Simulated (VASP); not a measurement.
Input of a VASP 6.6.1 run:

INCAR

```
SYSTEM = SnO2
  PREC = Accurate
  ENCUT = 600
  EDIFF = 1E-6
  ISMEAR = 0
  SIGMA = 0.01
  LREAL = .False.
  LASPH = .True.
  NELM = 120
  ALGO = Normal
  ISIF = 2
  LWAVE = .False.
  LCHARG = .False.
  GGA = B5
  ALDAX = 1.0
  AGGAX = 1.0
  AGGAC = 1.0
  ALDAC = 0.0
  NBANDS = 20
  GGA_COMPAT = .False.
```

The input KPOINTS:

```
regular mesh
0
Gamma
  8 8 8
  0 0 0
```

Contents of POSCAR:

```
SnO2
1.0
    1.6170930800      0.9336291200      4.8005925800
   -1.6170930800      0.9336291200      4.8005925800
    0.0000000000     -1.8672582400      4.8005925800
Sn O
1 2
Direct
    0.5000000007      0.5000000007      0.5000000007
    0.2371700002      0.2371700002      0.2371700002
    0.7628300005      0.7628300005      0.7628300005
```

Potentials or basis: VASP PAW PBE potentials, release 64 (Sn_d, O).

The run is started by

```sh
$ cat potpaw_PBE.64/Sn_d/POTCAR potpaw_PBE.64/O/POTCAR > POTCAR
$ mpirun -np 1 vasp_std > vasp.out
```

Task: Predict the largest force.

Result: 0.091 eV/Å.

Task: Estimate the band gap on the k mesh.

Result: 1.91 eV, indirect (least direct gap 2.02 eV).

Task: What does it give for the pressure?

Result: 4.3 GPa.

Stress tensor (GPa, compression positive):
```
5.83 0.00 0.00
0.00 5.83 0.00
0.00 0.00 1.29
```

Caveat: the PAW data sets were made with another functional, which shifts forces and pressure a little; spin-orbit coupling is left out, which moves the levels of the heavy elements. A hybrid or GW would open this gap; BLYP tends to underestimate it.
